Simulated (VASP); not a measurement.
A run of VASP 6.6.1 is set up as follows.

The input INCAR:

```
SYSTEM = Cs
PREC = Accurate ; ENCUT = 520
EDIFF = 1E-6 ; ISMEAR = 1
SIGMA = 0.03 ; LREAL = .FALSE.
LASPH = .TRUE. ; NELM = 100
ALGO = Normal ; ISIF = 2
LWAVE = .FALSE. ; LCHARG = .FALSE.
GGA = PE ; NBANDS = 10
```

The input KPOINTS:

```
regular mesh
0
G
  7 7 7
  0 0 0
```

The input POSCAR:

```
Cs
1.0
   -3.0771709509      3.0771709509      3.0771709509
    3.0771709509     -3.0771709509      3.0771709509
    3.0771709509      3.0771709509     -3.0771709509
Cs
1
Direct
    0.0000000000      0.0000000000      0.0000000000
```

Potentials or basis: VASP PAW PBE potentials, release 64 (Cs_sv).

Launch:

```console
$ cat potpaw_PBE.64/Cs_sv/POTCAR > POTCAR
$ mpirun -np 1 vasp_std > vasp.out
```

**Question.** What does it give for the pressure?

**Answer.** 0.0 GPa.
